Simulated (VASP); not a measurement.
# Sn3H (Im-3m) in VASP: further runs, part 2 of 2

VASP 6.6.1. Earlier steps stand in the parts before.

## (3) Single point, PBE

This run uses another cell than the first one, of 26.24 Å³/atom, 1.122 times its volume.

File INCAR:

```
  PREC = Accurate
  ENCUT = 520
  EDIFF = 1E-7
  ISMEAR = 0
  SIGMA = 0.1
  LREAL = F
  LASPH = T
  NELM = 80
  ALGO = Normal
  ISIF = 2
  LWAVE = F
  LCHARG = T
  GGA = PE
  LELF = T
  LVHAR = T
  NBANDS = 30
```

File KPOINTS:

```
Automatic mesh
0
Gamma
  4 4 4
```

File POSCAR:

```
Sn3H
1.0
   -2.9717411012      2.9717411012      2.9717411012
    2.9717411012     -2.9717411012      2.9717411012
    2.9717411012      2.9717411012     -2.9717411012
Sn H
3 1
Direct
    0.0000000000      0.5000000000      0.5000000000
    0.5000000000      0.0000000000      0.5000000000
    0.5000000000      0.5000000000      0.0000000000
    0.0000000000      0.0000000000      0.0000000000
```

Potentials or basis: VASP PAW PBE potentials, release 64 (Sn_d, H).

The run is started by

```sh
$ cat potpaw_PBE.64/Sn_d/POTCAR potpaw_PBE.64/H/POTCAR > POTCAR
$ mpirun -np 1 vasp_std > vasp.out
```

Run time: 30 s. Hardware: 1 thread of Intel Xeon 6975P-C, shared host; peak memory 0.24 GiB.

Results (log left out):

| Property | Result |
| --- | --- |
| Free energy | -12.9728 eV |
| Pressure | -0.4 GPa |

Levels at points of the mesh, in eV from the Fermi level:
| k point | band 17 | band 18 | band 19 | band 20 | band 21 | band 22 | band 23 | band 24 | band 25 | band 26 |
| --- | --- | --- | --- | --- | --- | --- | --- | --- | --- | --- |
| (0.00, 0.00, 0.00) | -4.17 | -4.17 | -2.39 | -2.39 | -2.39 | -1.67 | 0.47 | 0.47 | 0.47 | 3.59 |
| (0.50, 0.00, 0.00) | -7.96 | -5.38 | -3.21 | -2.92 | -0.47 | 0.54 | 1.25 | 1.73 | 2.13 | 3.52 |
| (0.50, 0.50, 0.50) | -7.92 | -4.58 | -4.04 | -4.04 | -4.04 | 0.05 | 2.04 | 2.04 | 2.04 | 6.91 |

Caveat: the k points lie up to 0.37 Å⁻¹ apart; spin-orbit coupling is left out, which moves the levels of the heavy elements.

## (4) Relaxation of cell and atoms, PBE

File INCAR:

```
SYSTEM = Sn3H
PREC     = Accurate       ! precision mode
ENCUT    = 600            ! plane-wave cutoff, eV
EDIFF    = 1E-6           ! SCF threshold, eV
ISMEAR   = 0              ! smearing method
SIGMA    = 0.1            ! smearing width, eV
LREAL    = .False.        ! projectors in reciprocal space
LASPH    = .True.         ! aspherical terms in the spheres
NELM     = 80             ! most SCF steps
ALGO     = Normal         ! electronic algorithm
ISIF     = 3              ! what is computed and relaxed
LWAVE    = .False.        ! write WAVECAR
LCHARG   = .False.        ! write CHGCAR
GGA      = PE             ! functional
IBRION   = 2              ! ionic algorithm
NSW      = 90             ! ionic steps
EDIFFG   = -0.04          ! ionic threshold
```

File KPOINTS:

```
regular mesh
0
Gamma
  4 4 4
  0 0 0
```

File POSCAR:

```
Sn3H
1.0
   -2.8602129900      2.8602129900      2.8602129900
    2.8602129900     -2.8602129900      2.8602129900
    2.8602129900      2.8602129900     -2.8602129900
Sn H
3 1
Direct
    0.0000000000      0.5000000000      0.5000000000
    0.5000000000      0.0000000000      0.5000000000
    0.5000000000      0.5000000000      0.0000000000
    0.0000000000      0.0000000000      0.0000000000
```

Potentials or basis: VASP PAW PBE potentials, release 64 (Sn_d, H).

The run is started by

```sh
$ cat potpaw_PBE.64/Sn_d/POTCAR potpaw_PBE.64/H/POTCAR > POTCAR
$ mpirun -np 1 vasp_std > vasp.out
```

OUTCAR:

```text
SYSTEM = Sn3H
   PREC = Accurate
   ENCUT = 600
   EDIFF = 1E-6
   ISMEAR = 0
   LREAL = .False.
   LASPH = .True.
   NELM = 80
   ISIF = 3
   GGA = PE
   IBRION = 2
   NSW = 90
   EDIFFG = -0.04

 ion  position               nearest neighbor table
   1  0.000  0.500  0.500-   2 2.86   3 2.86   3 2.86   2 2.86
   2  0.500  0.000  0.500-   1 2.86   3 2.86   3 2.86   1 2.86
   3  0.500  0.500  0.000-   1 2.86   2 2.86   2 2.86   1 2.86
[... 455 lines left out ...]
  Direction    XX          YY          ZZ          XY          YZ          ZX
  --------------------------------------------------------------------------------------
  -------------------------------------------------------------------------------------
  Total       -0.1432989     -0.1432989     -0.1432989      0.0000000      0.0000000      0.0000000
  in kB       -2.1992196     -2.1992196     -2.1992196      0.0000000      0.0000000      0.0000000
  external PRESSURE =      -2.1992196 kB  Pullay stress =       0.0000000 kB

 VOLUME and BASIS-vectors are now :
 -----------------------------------------------------------------------------
  energy-cutoff  :      600.00
  volume of cell :      104.40
      direct lattice vectors                 reciprocal lattice vectors
    -2.966253438  2.966253438  2.966253438     0.000000000  0.168562805  0.168562805
     2.966253438 -2.966253438  2.966253438     0.168562805  0.000000000  0.168562805
     2.966253438  2.966253438 -2.966253438     0.168562805  0.168562805  0.000000000

 POSITION                                       TOTAL-FORCE (eV/Angst)
 -----------------------------------------------------------------------------------
      2.96625      0.00000      0.00000         0.000000      0.000000     -0.000000
      0.00000      2.96625      0.00000        -0.000000      0.000000      0.000000
      2.96625      2.96625      0.00000         0.000000     -0.000000     -0.000000
      0.00000      5.93251      0.00000        -0.000000      0.000000     -0.000000
 -----------------------------------------------------------------------------------
    total drift:                               -0.000000     -0.000000      0.000000

  FREE ENERGIE OF THE ION-ELECTRON SYSTEM (eV)
  ---------------------------------------------------
  free  energy   TOTEN  =       -12.9718799586 eV

  energy  without entropy=      -12.9669999253  energy(sigma->0) =      -12.96943994

 reached required accuracy - stopping structural energy minimisation
```

Run time: 43 s. Hardware: 1 thread of Intel Xeon 6975P-C, shared host; peak memory 0.25 GiB.

What came out:

```yaml
Free_energy: -12.9719 eV
Relaxed_volume: 26.10 Å³/atom
Relaxed_cell: a = 5.138 Å, b = 5.138 Å, c = 5.138 Å, α = 109.47°, β = 109.47°, γ = 109.47°
Space_group_after_relaxing_to_0.05_Å: Im-3m (No. 229)
Energy_gained_by_relaxing: 38.4 meV/atom
Ionic_steps: 2
Pressure_after_relaxing: -0.2 GPa
```

The path:
```csv
step,energy change (eV),largest force (eV/Å),pressure (GPa),volume (Å³)
1,0.0000,0.0000,5.26,93.60
2,-0.1537,0.0000,-0.22,104.40
```

Final structure:
```
Sn H
1.0
    -2.96625    2.96625    2.96625
     2.96625   -2.96625    2.96625
     2.96625    2.96625   -2.96625
Sn H
3 1
Cartesian
  2.9663 0.0000 0.0000
  0.0000 2.9663 0.0000
  2.9663 2.9663 0.0000
  0.0000 5.9325 0.0000
```

Caveat: the k points lie up to 0.37 Å⁻¹ apart in the final cell; spin-orbit coupling is left out, which moves the levels of the heavy elements.

## (5) The runs side by side

```csv
task,cell,cutoff (eV),gap on the mesh (eV),pressure (GPa)
single point,"a = 4.954 Å, angles 109.5°, 4 atoms",520,none,5.2
single point,"a = 5.147 Å, angles 109.5°, 4 atoms",520,none,-0.4
relaxation of cell and atoms,"relaxed from a = 4.954 Å, angles 109.5°, 4 atoms",600,none,-0.2
```

Alike in all rows: level PBE; potentials or basis VASP PAW PBE potentials, release 64 (Sn_d, H); no spin polarisation; k mesh 4 × 4 × 4; smearing gaussian 0.1 eV.

Caveats: all runs use coarse meshes; spin-orbit coupling is left out, which moves the levels of the heavy elements.

Absolute energies hang on the potentials; compare differences alone.
